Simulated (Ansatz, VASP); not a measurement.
**Two plane-wave programs on Co**

Contents of INCAR:

```
SYSTEM = Co
PREC = Accurate
ENCUT = 520
EDIFF = 1E-7
ISMEAR = -1
SIGMA = 0.1
LREAL = .FALSE.
LASPH = .TRUE.
NELM = 150
ALGO = Normal
ISIF = 2
LWAVE = .FALSE.
LCHARG = .FALSE.
MAGMOM = 1.7 0 0 1.7 0 0
LORBIT = 11
LSORBIT = .TRUE.
GGA_COMPAT = .FALSE.
LORBMOM = .TRUE.
LMAXMIX = 4
GGA = PE
NBANDS = 30
```

The input KPOINTS:

```
Automatic mesh
0
G
  11 11 6
  0 0 0
```

File POSCAR:

```
Co
1.0
    2.4873648738      0.0000000000      0.0000000000
   -1.2436824369      2.1541211692      0.0000000000
    0.0000000000      0.0000000000      4.0632895034
Co
2
Direct
    0.6666666667      0.3333333333      0.2598610000
    0.3333333333      0.6666666667      0.7401390000
```

Input for Ansatz:

```yaml
crystal:
  lattice:
    - [2.4873648738, 0.0, 0.0]
    - [-1.2436824369, 2.1541211692, 0.0]
    - [0.0, 0.0, 4.0632895034]
  atoms:
    - { symbol: Co, position: [0.6666666667, 0.3333333333, 0.259861], spin: 1.7, spin_axis: [1.0, 0.0, 0.0] }
    - { symbol: Co, position: [0.3333333333, 0.6666666667, 0.740139], spin: 1.7, spin_axis: [1.0, 0.0, 0.0] }
magnetization:
  noncollinear: true
  spin_orbit: true
kpoints:
  mp_grid: { grid: [11, 11, 6] }
scf:
  occupations: { method: fermi_dirac, width: 0.1 }
  convergence: { dr2_threshold: 1.0e-09 }
  max_iter: 120
  lower_state_search: "off"
hamiltonian:
  xc: pbe
  pseudopotentials: { kind: paw_fr }
output:
  eigenvalues: false
  hubbard: { sites: [{ species: Co, l: d }] }
  write_density: true
  write_potential: true
  elf: true
  volumetric_format: npy
```

Alike in both runs: task single point; functional PBE; k mesh 11 × 11 × 6; occupations fermi-dirac, width 0.1 eV; non-collinear spin, spin-orbit coupling.

|  | VASP | Ansatz |
| --- | --- | --- |
| version | VASP 6.6.1 | Ansatz 0.2.0 |
| potentials or method | VASP PAW PBE potentials, release 64 (Co) | PAW with Ansatz's default frozen-core files, fully relativistic files with spin-orbit coupling |
| plane-wave cutoff (eV) | 520 | 420 |
| valence electrons in the cell | 18 | 34 |

```tsv
	VASP	Ansatz	Ansatz less VASP
net moment per atom (μB)	1.57	1.58	+0.006
```

VASP's potentials hold 18 valence electrons a cell and Ansatz's 34, so a difference there can come from the potentials and not from the codes.
